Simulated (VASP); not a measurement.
# Si2Ni (MoSi2 type): relaxation of cell and atoms with PBE

Si2Ni (MoSi2 type):

```
Ni Si
1.0
    -1.41390    1.41390    3.29408
     1.41390   -1.41390    3.29408
     1.41390    1.41390   -3.29408
Ni Si
1 2
Direct
  0.00000 0.00000 0.00000
  0.33336 0.33336 0.00000
  0.66664 0.66664 0.00000
```

- Program: VASP 6.6.1
- Task: relaxation of cell and atoms
- Functional: PBE
- Potentials or basis: VASP PAW PBE potentials, release 64 (Ni, Si)
- Cutoff: 600 eV
- k mesh: 17 × 17 × 17
- Occupations: fermi-dirac, width 0.1 eV
- Spin: no spin polarisation
- Target pressure: 120 GPa
- Dipole correction: no
- Further INCAR settings: ALGO = Normal; EDIFF = 1e-06; IBRION = 2; EDIFFG = -0.005; NSW = 32; ISIF = 3

```yaml
Relaxed_volume: 8.78 Å³/atom
Relaxed_cell: a = 3.854 Å, b = 3.854 Å, c = 3.854 Å, α = 136.97°, β = 136.97°, γ = 62.49°
Space_group_after_relaxing_to_0.1_Å: I4/mmm (No. 139)
Energy_change_on_relaxing_the_run_minimises_the_enthalpy: +3.6 meV/atom
Ionic_steps: 9
Pressure_after_relaxing: 120.1 GPa
Band_gap_on_the_k_mesh: zero (bands 9 and 10 overlap by 3.08 eV)
```

Step by step:
```tsv
step	energy change (eV)	largest force (eV/Å)	pressure (GPa)	volume (Å³)
1	0.0000	0.0035	119.74	26.34
2	0.0406	0.0035	120.96	26.29
3	0.0096	0.0019	120.03	26.33
4	0.0090	0.0015	119.67	26.33
5	0.0094	0.0020	120.23	26.33
6	0.0092	0.0018	119.95	26.33
7	0.0111	0.0002	120.06	26.33
8	0.0124	0.0008	120.09	26.32
9	0.0107	0.0009	120.06	26.33
```

Final structure:
```
Ni Si
1.0
    -1.41335    1.41335    3.29483
     1.41335   -1.41335    3.29483
     1.41335    1.41335   -3.29483
Ni Si
1 2
Cartesian
  0.0000 0.0000 0.0000
  1.4134 1.4134 -1.0980
  0.0000 0.0000 4.3928
```

Levels at points of the mesh, in eV from the Fermi level:
| k point | band 5 | band 6 | band 7 | band 8 | band 9 | band 10 | band 11 | band 12 | band 13 |
| --- | --- | --- | --- | --- | --- | --- | --- | --- | --- |
| (0.00, 0.00, 0.00) | -5.34 | -4.55 | -3.93 | -0.67 | 1.77 | 2.25 | 2.25 | 2.62 | 2.62 |

It took 11 min on 1 thread of AMD EPYC 7R13 Processor (Zen 3), on a shared host, peak memory 0.3 GiB.

Caveat: the cell is relaxed towards a set pressure, so the run minimises the enthalpy, not the energy. Spin polarisation is off, so any magnetic state and its effect on volume and gap are missing.
